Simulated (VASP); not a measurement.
Runs of VASP 6.6.1 on Tc. The structure is that of space group P6_3/mmc (No. 194), or close to it. The cells are those of the table. 

```csv
task,cell,cutoff (eV),gap on the mesh (eV),pressure (GPa)
single point,"a = 2.706, b = 2.706, c = 4.346 Å, angles 90.0, 90.0, 120.0°, 2 atoms",520,none,0.1
relaxation of cell and atoms,"relaxed to 30 GPa from a = 2.740, b = 2.740, c = 4.398 Å, angles 90.0, 90.0, 120.0°, 2 atoms",600,none,30.0
single point,"a = 2.639, b = 2.639, c = 4.242 Å, angles 90.0, 90.0, 120.0°, 2 atoms",520,none,(a)
relaxation of cell and atoms,"relaxed to 15 GPa from a = 2.740, b = 2.740, c = 4.398 Å, angles 90.0, 90.0, 120.0°, 2 atoms",600,none,15.0
single point,"a = 2.614, b = 2.614, c = 4.195 Å, angles 90.0, 90.0, 120.0°, 2 atoms",520,none,45.4
```

Alike in all rows: level LDA; potentials or basis VASP PAW LDA potentials, release 64 (Tc_pv); no spin polarisation; k mesh 9 × 9 × 5; smearing methfessel-paxton 0.05 eV.

Fill in the values left out.

(a) 30.2.

Caveats: the cell is relaxed towards a set pressure, so the enthalpy falls and the energy may rise (some runs).

A k mesh can miss the band edges, and the runs leave out spin-orbit coupling on Tc.

A gap of «none» marks levels without a gap at the run's occupations.
